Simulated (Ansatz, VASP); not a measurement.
One calculation of SiNi2, two programs

```xyz
3
Lattice="3.0160 0.0000 0.0000 0.0000 3.0160 0.0000 0.0000 0.0000 4.6832" Properties=species:S:1:pos:R:3 pbc="T T T"
Si    0.0000    0.0000    1.8724
Ni    0.0000    0.0000    4.1275
Ni    1.5080    1.5080    3.4272
```

Alike in both runs: task single point; functional PBE; k mesh 6 × 6 × 4; occupations gaussian, width 0.1 eV; collinear spin.

```csv
,VASP,Ansatz
version,VASP 6.6.1,Ansatz 0.2.0
potentials or method,"VASP PAW PBE potentials, release 64 (Si, Ni), cutoff 600 eV","scalar-relativistic, plane waves, PAW"
valence electrons in the cell,24,40
```

VASP gave:

| Property | Result |
| --- | --- |
| gap on the k mesh at the Fermi level (eV) | none |
| pressure (GPa) | 2.5 |
| traceless stress, the component that is largest in VASP (GPa) | -9.13 |
| rms of the force components (eV/Å) | 1.131 |
| net moment per atom (μB) | 0.19 |
| size of the moment on the site where the two differ most (μB) | 0.29 |

Question: What did Ansatz give for the same quantities?

Answer: gap on the k mesh at the Fermi level (eV): none; pressure (GPa): 2.4; traceless stress, the component that is largest in VASP (GPa): -9.27; rms of the force components (eV/Å): 1.139; net moment per atom (μB): 0.21; size of the moment on the site where the two differ most (μB): 0.32.

Site moments also hang on the region over which each program counts them. Atom by atom the forces differ by 0.011 eV/Å (rms over components). A gap of «none» marks a metal or a gap that the smearing closes. VASP's potentials hold 24 valence electrons a cell and Ansatz's 40, so a difference there can come from the potentials and not from the codes.
